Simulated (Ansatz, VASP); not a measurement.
**Two plane-wave programs on Ca**

```xyz
4
Lattice="3.9025 0.0000 0.0000 -1.9513 3.3797 0.0000 0.0000 0.0000 12.8384" Properties=species:S:1:pos:R:3 pbc="T T T"
Ca    0.0000    0.0000    0.0000
Ca    0.0000    0.0000    6.4192
Ca    0.0000    2.2531    3.2096
Ca    1.9513    1.1266    9.6288
```

Alike in both runs: functional PBE; k mesh 7 × 7 × 4; occupations fermi-dirac, width 0.1 eV; no spin polarisation.

Ansatz relaxed the structure, and its values are those at the end. VASP's run is a single point on that final structure, the one shown.

|  | VASP | Ansatz |
| --- | --- | --- |
| version | VASP 6.6.1 | Ansatz 0.2.0 |
| potentials or method | VASP PAW PBE potentials, release 64 (Ca_sv) | PAW with Ansatz's default frozen-core files, scalar-relativistic |
| plane-wave cutoff (eV) | 520 | 420 |
| valence electrons in the cell | 40 | 40 |

|  | VASP | Ansatz | Ansatz less VASP |
| --- | --- | --- | --- |
| pressure (GPa) | 0.0 | 0.0 | -0.01 |

The functional is the same, so the differences come from potentials, cutoffs and numerics.
